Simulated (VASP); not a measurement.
# Nb (Fm-3m) in VASP: a series of runs

The runs below take Nb through single point, with PBE, r2SCAN.

Program: VASP 6.6.1. These are calculated values, not measurements. Logs are shortened: lines on timing, memory, paths and dates and some standing lists are left out, and cuts for length are marked.

### Step 1. The cell of the first run

The structure is cubic, space group Fm-3m (No. 225). The conventional cell has a = 4.158 Å, b = 4.158 Å, c = 4.158 Å, α = 90.00°, β = 90.00°, γ = 90.00°. Nb (site symmetry m-3m) has 12 Nb at 2.94 Å within 3.9 Å.

### Step 2. Single point, PBE

INCAR

```
SYSTEM = Nb
  ALGO = Normal
  EDIFF = 1E-6
  ENCUT = 520
  GGA = PE
  ISIF = 2
  ISMEAR = 0
  LASPH = .True.
  LCHARG = .False.
  LREAL = .False.
  LWAVE = .False.
  NBANDS = 12
  NELM = 80
  PREC = Accurate
  SIGMA = 0.05
```

KPOINTS

```
k-points
0
Gamma
  8 8 8
  0 0 0
```

POSCAR

```
Nb
1.0
    0.0000000000      2.0788697323      2.0788697323
    2.0788697323      0.0000000000      2.0788697323
    2.0788697323      2.0788697323      0.0000000000
Nb
1
Direct
    0.0000000000      0.0000000000      0.0000000000
```

Potentials or basis: VASP PAW PBE potentials, release 64 (Nb_sv).

Run with:

```
cat potpaw_PBE.64/Nb_sv/POTCAR > POTCAR
mpirun -np 1 vasp_std > vasp.out
```

OUTCAR:

```text
SYSTEM = Nb
   EDIFF = 1E-6
   ENCUT = 520
   GGA = PE
   ISIF = 2
   ISMEAR = 0
   LASPH = .True.
   LREAL = .False.
   NELM = 80
   PREC = Accurate

 ion  position               nearest neighbor table
   1  0.000  0.000  0.000-

  LATTYP: Found a face centered cubic cell.
 ALAT       =     4.1577394646

  Lattice vectors:

 A1 = (   0.0000000000,   2.0788697323,   2.0788697323)
 A2 = (   2.0788697323,   0.0000000000,   2.0788697323)
 A3 = (   2.0788697323,   2.0788697323,   0.0000000000)

Analysis of symmetry for initial positions (statically):
=====================================================================
 Subroutine PRICEL returns:
 Original cell was already a primitive cell.

 Routine SETGRP: Setting up the symmetry group for a
 face centered cubic supercell.

 Subroutine GETGRP returns: Found 48 space group operations
 (whereof 48 operations were pure point group operations)
 out of a pool of 48 trial point group operations.

The static configuration has the point symmetry O_h .

Analysis of symmetry for dynamics (positions and initial velocities):
=====================================================================
 Subroutine PRICEL returns:
 Original cell was already a primitive cell.

 Routine SETGRP: Setting up the symmetry group for a
 face centered cubic supercell.

 Subroutine GETGRP returns: Found 48 space group operations
 (whereof 48 operations were pure point group operations)
 out of a pool of 48 trial point group operations.

The dynamic configuration has the point symmetry O_h .

 Subroutine INISYM returns: Found 48 space group operations
 (whereof 48 operations are pure point group operations),
 and found     1 'primitive' translations

----------------------------------------------------------------------------------------

                                     Primitive cell

  volume of cell :      17.9685

  direct lattice vectors                    reciprocal lattice vectors
     0.000000000  2.078869732  2.078869732    -0.240515311  0.240515311  0.240515311
     2.078869732  0.000000000  2.078869732     0.240515311 -0.240515311  0.240515311
     2.078869732  2.078869732  0.000000000     0.240515311  0.240515311 -0.240515311

  length of vectors
     2.939965770  2.939965770  2.939965770     0.416584738  0.416584738  0.416584738

  position of ions in fractional coordinates (direct lattice)
     0.000000000  0.000000000  0.000000000

[... 75 lines left out ...]
   EDIFF  = 0.1E-05   stopping-criterion for ELM
   LREAL  =      F    real-space projection
   EDIFFG = 0.1E-04   stopping-criterion for IOM
   NSW    =      0    number of steps for IOM
   IBRION =     -1    ionic relax: 0-MD 1-quasi-New 2-CG
   NFREE  =      0    steps in history (QN), initial steepest desc. (CG)
   ISIF   =      2    stress and relaxation
   ISYM   =      2    0-nonsym 1-usesym 2-fastsym
   POTIM  = 0.5000    time-step for ionic-motion
   TEBEG  =    0.0;   TEEND  =   0.0 temperature during run
   PSTRESS=    0.0 pullay stress
   NELECT =      13.0000    total number of electrons
   NUPDOWN=      -1.0000    fix difference up-down
   EMIN   =  10.00;   EMAX   =-10.00  energy-range for DOS
   EFERMI =   0.00;   METHOD = LEGACY
   ISMEAR =     0;   SIGMA  =   0.05  broadening in eV -4-tet -1-fermi 0-gaus
   EFERMI_NEDOS =   21; number of points for ismear=-14 and -15
   IALGO  =     38    algorithm
   IMIX   =      4    mixing-type and parameters
     AMIX     =   0.40;   BMIX     =  1.00
     AMIX_MAG =   1.60;   BMIX_MAG =  1.00
  volume/ion in A,a.u.               =      17.97       121.26
  Fermi-wavevector in a.u.,A,eV,Ry     =   1.469666  2.777266 29.387474  2.159918
  Thomas-Fermi vector in A             =   2.585016
   LORBIT       =      0    0 simple, 1 ext, 2 COOP (PROOUT), +10 PAW based schemes
   GGA     = PE    functional components
   LHFCALC =     F    Hartree Fock is set to
   AEXX    =    0.0000 exact exchange contribution
   IVDW    =     0    specifies the selected vdW correction
   LEPSILON=     F    determine dielectric tensor
   LRPA    =     F    only Hartree local field effects (RPA)
 non-spin polarized calculation
 Gauss-broadening in eV      SIGMA  =   0.05
  energy-cutoff  :      520.00
  volume of cell :       17.97
 maximum number of plane-waves:       531
 NGX is ok and might be reduce to    24
   NGX = 11   NGY = 11   NGZ = 11

 number of electron      13.0000000 magnetization

 Free energy of the ion-electron system (eV)
  ---------------------------------------------------
  ext. energy  EPLUGINS =         0.00000000
  ---------------------------------------------------
  free energy    TOTEN  =        -9.86911923 eV

  energy without entropy =       -9.86654865  energy(sigma->0) =       -9.86783394

 E-fermi :  11.5874     XC(G=0): -12.5126

 val. band max:       11.5672531014   @ k =  -0.2500   0.1250   0.0000
 cond. band min:      11.5955481144   @ k =   0.5000   0.2500   0.0000
 fundamental gap:      0.0282950131
 Fermi energy:        11.5874317073

 k-point     1 :       0.0000    0.0000    0.0000
  band No.  band energies     occupation
      1     -43.1444      2.00000
      2     -18.4474      2.00000
      3     -18.4474      2.00000
      4     -18.4474      2.00000
      5       5.2578      2.00000
      6      11.6674      0.02373
      7      11.6674      0.02373
      8      11.6674      0.02373
      9      14.4237      0.00000
     10      14.4237      0.00000
     11      23.4522      0.00000
     12      28.4193      0.00000
[... 331 lines left out ...]
 k-point    24 :      -0.3750    0.2500    0.1250
  band No.  band energies     occupation
      1     -42.8751      2.00000
      2     -19.6264      2.00000
      3     -18.9885      2.00000
      4     -18.7380      2.00000
      5       8.9045      2.00000
      6       9.8575      2.00000
      7      11.5037      1.98207
      8      12.7967      0.00000
      9      16.1255      0.00000
     10      19.2785      0.00000
     11      21.7023      0.00000
     12      26.0483      0.00000

 [... further k-points ...]
[... 5 lines left out ...]
  --------------------------------------------------------------------------------------
  -------------------------------------------------------------------------------------
  Total        0.7642002      0.7642002      0.7642002      0.0000000      0.0000000     -0.0000000
  in kB       68.1405955     68.1405955     68.1405955      0.0000000      0.0000000     -0.0000000
  external PRESSURE =      68.1405955 kB  Pullay stress =       0.0000000 kB

 VOLUME and BASIS-vectors are now :
 -----------------------------------------------------------------------------
  energy-cutoff  :      520.00
  volume of cell :       17.97
      direct lattice vectors                 reciprocal lattice vectors
     0.000000000  2.078869732  2.078869732    -0.240515311  0.240515311  0.240515311
     2.078869732  0.000000000  2.078869732     0.240515311 -0.240515311  0.240515311
     2.078869732  2.078869732  0.000000000     0.240515311  0.240515311 -0.240515311

 POSITION                                       TOTAL-FORCE (eV/Angst)
 -----------------------------------------------------------------------------------
      0.00000      0.00000      0.00000        -0.000000      0.000000      0.000000
 -----------------------------------------------------------------------------------
    total drift:                                0.000000      0.000000     -0.000000

  FREE ENERGIE OF THE ION-ELECTRON SYSTEM (eV)
  ---------------------------------------------------
  free  energy   TOTEN  =        -9.8691192292 eV

  energy  without entropy=       -9.8665486480  energy(sigma->0) =       -9.86783394
```

OSZICAR:

```text
N       E                     dE             d eps       ncg     rms          rms(c)
DAV:   1     0.116170225990E+03    0.11617E+03   -0.74116E+03   704   0.108E+03
DAV:   2    -0.522960319090E+01   -0.12140E+03   -0.11691E+03   732   0.386E+02
DAV:   3    -0.993648830450E+01   -0.47069E+01   -0.45096E+01  1000   0.671E+01
DAV:   4    -0.102754170292E+02   -0.33893E+00   -0.33680E+00   984   0.148E+01
DAV:   5    -0.102826466214E+02   -0.72296E-02   -0.72229E-02  1020   0.206E+00    0.702E+00
DAV:   6    -0.990901436516E+01    0.37363E+00   -0.59367E-01  1092   0.974E+00    0.251E+00
DAV:   7    -0.986413828132E+01    0.44876E-01   -0.19035E-01  1128   0.550E+00    0.973E-01
DAV:   8    -0.986905557002E+01   -0.49173E-02   -0.12778E-02   816   0.150E+00    0.345E-02
DAV:   9    -0.986910891483E+01   -0.53345E-04   -0.89887E-04  1168   0.288E-01    0.445E-02
DAV:  10    -0.986912573824E+01   -0.16823E-04   -0.17579E-05   844   0.580E-02    0.175E-02
DAV:  11    -0.986911937377E+01    0.63645E-05   -0.78542E-06   884   0.495E-02    0.335E-03
DAV:  12    -0.986911922916E+01    0.14461E-06   -0.31820E-07   504   0.502E-03
   1 F= -.98691192E+01 E0= -.98678339E+01  d E =-.257058E-02
```

Run time: 5.6 s. Hardware: 1 thread of Intel Xeon 6975P-C, shared host; peak memory 0.13 GiB.

What came out:

| Property | Result |
| --- | --- |
| Free energy | -9.8691 eV |
| Pressure | 6.8 GPa |

### Step 3. Single point, PBE

This run uses another cell than the first one, of 18.82 Å³/atom, 1.047 times its volume.

INCAR

```
PREC = Accurate
ENCUT = 520
EDIFF = 1E-6
ISMEAR = 0
SIGMA = 0.05
LREAL = F
LASPH = T
NELM = 100
ALGO = Normal
ISIF = 2
LWAVE = F
LCHARG = T
GGA = PE
LELF = T
LVHAR = T
NBANDS = 12
```

KPOINTS

```
regular mesh
0
Gamma
  8 8 8
```

POSCAR

```
Nb
1.0
    0.0000000000      2.1112393915      2.1112393915
    2.1112393915      0.0000000000      2.1112393915
    2.1112393915      2.1112393915      0.0000000000
Nb
1
Direct
    0.0000000000      0.0000000000      0.0000000000
```

Potentials or basis: VASP PAW PBE potentials, release 64 (Nb_sv).

Run with:

```
cat potpaw_PBE.64/Nb_sv/POTCAR > POTCAR
mpirun -np 1 vasp_std > vasp.out
```

OUTCAR:

```text
PREC = Accurate
   ENCUT = 520
   EDIFF = 1E-6
   ISMEAR = 0
   LREAL = F
   LASPH = T
   NELM = 100
   ISIF = 2
   GGA = PE

 ion  position               nearest neighbor table
   1  0.000  0.000  0.000-

  LATTYP: Found a face centered cubic cell.
 ALAT       =     4.2224787830

  Lattice vectors:

 A1 = (   0.0000000000,   2.1112393915,   2.1112393915)
 A2 = (   2.1112393915,   0.0000000000,   2.1112393915)
 A3 = (   2.1112393915,   2.1112393915,   0.0000000000)

Analysis of symmetry for initial positions (statically):
[... 529 lines left out ...]
      4     -19.4983      2.00000
      5       8.3628      2.00000
      6       9.3284      2.00000
      7      10.8136      1.99951
      8      12.1088      0.00000
      9      15.2252      0.00000
     10      18.2098      0.00000
     11      20.5008      0.00000
     12      25.0484      0.00000

 [... further k-points ...]
[... 5 lines left out ...]
  --------------------------------------------------------------------------------------
  -------------------------------------------------------------------------------------
  Total       -0.1283475     -0.1283475     -0.1283475      0.0000000     -0.0000000     -0.0000000
  in kB      -10.9258568    -10.9258568    -10.9258568      0.0000000     -0.0000000     -0.0000000
  external PRESSURE =     -10.9258568 kB  Pullay stress =       0.0000000 kB

 VOLUME and BASIS-vectors are now :
 -----------------------------------------------------------------------------
  energy-cutoff  :      520.00
  volume of cell :       18.82
      direct lattice vectors                 reciprocal lattice vectors
     0.000000000  2.111239391  2.111239391    -0.236827715  0.236827715  0.236827715
     2.111239391  0.000000000  2.111239391     0.236827715 -0.236827715  0.236827715
     2.111239391  2.111239391  0.000000000     0.236827715  0.236827715 -0.236827715

 POSITION                                       TOTAL-FORCE (eV/Angst)
 -----------------------------------------------------------------------------------
      0.00000      0.00000      0.00000         0.000000      0.000000      0.000000
 -----------------------------------------------------------------------------------
    total drift:                                0.000000      0.000000     -0.000000

  FREE ENERGIE OF THE ION-ELECTRON SYSTEM (eV)
  ---------------------------------------------------
  free  energy   TOTEN  =        -9.8842539380 eV

  energy  without entropy=       -9.8821584086  energy(sigma->0) =       -9.88320617
```

stdout:

```text
POSCAR found type information on POSCAR Nb
 POSCAR found :  1 types and       1 ions
 scaLAPACK will be used
 LDA part: xc-table for (Slater+PW92), standard interpolation
 POSCAR, INCAR and KPOINTS ok, starting setup
 FFT: planning ... GRIDC
 FFT: planning ... GRID_SOFT
 FFT: planning ... GRID
 WAVECAR not read
 entering main loop
```

It took 6.7 s on 1 thread of Intel Xeon 6975P-C, shared host; peak memory 0.14 GiB.

Results:

* Free energy: -9.8843 eV
* Pressure: -1.1 GPa

(Continued in part 2 of 3.)
